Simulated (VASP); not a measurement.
## Be: single point with PBE

Be:

```xyz
2
Lattice="1.7832 0.0000 0.0000 -0.8916 1.5443 0.0000 0.0000 0.0000 2.8702" Properties=species:S:1:pos:R:3 pbc="T T T"
Be    0.0000    1.0295    0.7176
Be    0.8916    0.5148    2.1527
```

This cell differs from its parent crystal: volume scaled by 0.5.

```
Program             : VASP 6.6.1
Task                : single point
Functional          : PBE
Potentials or basis : VASP PAW PBE potentials, release 64 (Be)
Cutoff              : 520 eV
k mesh              : 19 × 19 × 11
Occupations         : fermi-dirac, width 0.08 eV
Spin                : no spin polarisation
```

```json
{
  "Pressure": "268.9 GPa",
  "Band gap on the k mesh": "zero (band 2 reaches 15.30 eV, above the bottom of band 3 at 13.27 eV)"
}
```

Levels at points of the mesh, in eV from the Fermi level:
```csv
k point,band 1,band 2,band 3,band 4,band 5,band 6
"(0.00, 0.00, 0.00)",-14.91,-7.85,4.41,28.07,28.07,32.40
```

It took 4.7 s on 1 thread of Intel(R) Xeon(R) 6975P-C (Granite Rapids), with other jobs on the host, peak memory 0.12 GiB.
